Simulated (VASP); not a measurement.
SrCl2: single point with PBE

Crystal: SrCl2.

```
Sr Cl
1.0
     2.41250    1.39286    3.94304
    -2.41250    1.39286    3.94304
     0.00000   -2.78572    3.94304
Sr Cl
1 2
Direct
  0.00000 0.00000 0.00000
  0.24995 0.24995 0.24995
  0.75005 0.75005 0.75005
```

This cell differs from its parent crystal: strain -1.8%.

* Program: VASP 6.6.1
* Task: single point
* Functional: PBE
* Potentials or basis: VASP PAW PBE potentials, release 64 (Sr_sv, Cl)
* Cutoff: 520 eV
* k mesh: 6 × 6 × 6
* Occupations: fermi-dirac, width 0.02 eV
* Spin: no spin polarisation

```yaml
Pressure: 4.0 GPa
Band_gap_on_the_k_mesh: 5.47 eV
```

Levels at points of the mesh, in eV from the valence-band top:
```
           k point  band 8  band 9  band 10  band 11  band 12  band 13  band 14  band 15  band 16  band 17
(0.00, 0.00, 0.00)   -2.37   -2.37    -0.36    -0.36    -0.36     5.60     6.06     6.06     9.14     9.15
(0.50, 0.00, 0.00)   -1.76   -1.62    -1.44    -1.14    -1.14     6.76     6.76     7.74     7.96     8.92
(0.50, 0.50, 0.00)   -2.03   -2.03    -0.46    -0.46     0.00     5.47     7.21     7.76     8.20     8.20
(0.50, 0.50, 0.50)   -1.76   -1.62    -1.44    -1.14    -1.14     6.76     6.76     7.73     7.96     8.92
```

Run time: 36 s on 1 thread of Intel(R) Xeon(R) Platinum 8259CL CPU @ 2.50GHz (Skylake/Cascade Lake) (shared host), peak memory 0.22 GiB.

Caveat: the cell differs from its parent crystal (strain -1.8%); the cell stands under pressure. A k mesh can miss the band edges.
